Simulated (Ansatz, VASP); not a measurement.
## Two plane-wave programs on MgB2

```
Mg B
1.0
     3.06429    0.00000    0.00000
    -1.53215    2.65376    0.00000
     0.00000    0.00000    3.49935
Mg B
1 2
Direct
  0.00000 0.00000 0.00000
  0.66667 0.33333 0.50000
  0.33333 0.66667 0.50000
```

Alike in both runs: task single point; functional r2SCAN; k mesh 10 × 10 × 8; occupations fermi-dirac, width 0.05 eV; no spin polarisation.

```csv
,VASP,Ansatz
version,VASP 6.6.1,Ansatz 0.2.0
potentials or method,"VASP PAW PBE potentials, release 64 (Mg_sv, B)",Ansatz PAW
plane-wave cutoff (eV),750,500
valence electrons in the cell,16,16
```

Ansatz gave:

```
gap on the k mesh at the Fermi level (eV)                     : none
pressure (GPa)                                                : 1.0
traceless stress, the component that is largest in VASP (GPa) : -0.69
```

Task: What did VASP give for the same quantities?

Result: gap on the k mesh at the Fermi level (eV): none; pressure (GPa): 0.9; traceless stress, the component that is largest in VASP (GPa): -0.62.

VASP's potentials were made for PBE, not for r2SCAN. A gap of «none» marks a metal or a gap that the smearing closes.
